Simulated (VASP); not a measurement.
Input of a VASP 6.6.1 run:

The input INCAR:

```
SYSTEM = Zr3S2
PREC = Accurate
ENCUT = 520
EDIFF = 1E-7
ISMEAR = 0
SIGMA = 0.15
LREAL = .FALSE.
LASPH = .TRUE.
NELM = 80
ALGO = Fast
ISIF = 2
LWAVE = .FALSE.
LCHARG = .TRUE.
GGA = PS
LELF = .TRUE.
LVHAR = .TRUE.
NBANDS = 32
```

File KPOINTS:

```
Automatic mesh
0
G
  12 12 12
  0 0 0
```

POSCAR

```
Zr3S2
1.0
    3.0078015898      1.7365550576      3.2629628141
   -3.0078015898      1.7365550576      3.2629628141
    0.0000000000     -3.4731101151      3.2629628142
Zr S
3 2
Direct
    0.1618381745      0.8381618255      0.5000000000
    0.5000000000      0.1618381745      0.8381618255
    0.8381618255      0.5000000000      0.1618381745
    0.3349612447      0.3349612447      0.3349612447
    0.6650387553      0.6650387553      0.6650387553
```

Potentials or basis: VASP PAW PBE potentials, release 64 (Zr_sv, S).

Run with:

```sh
$ cat potpaw_PBE.64/Zr_sv/POTCAR potpaw_PBE.64/S/POTCAR > POTCAR
$ mpirun -np 1 vasp_std > vasp.out
```

Task: Predict the band gap on the k mesh.

Result: Zero (bands 24 and 25 overlap by 0.25 eV).

Task: What does it give for the largest force?

Result: 0.215 eV/Å.

Task: What does it give for the pressure?

Result: -4.3 GPa.

Stress tensor (GPa, compression positive):
```
-7.31  0.00  0.00
 0.00 -7.31  0.00
 0.00  0.00  1.63
```

Caveat: the cell differs from its parent crystal (strain +0.050 along x and y, -0.050 along z); the stress differs along the axes, from -7 to 2 GPa; the PAW data sets were made with another functional, which shifts forces and pressure a little.
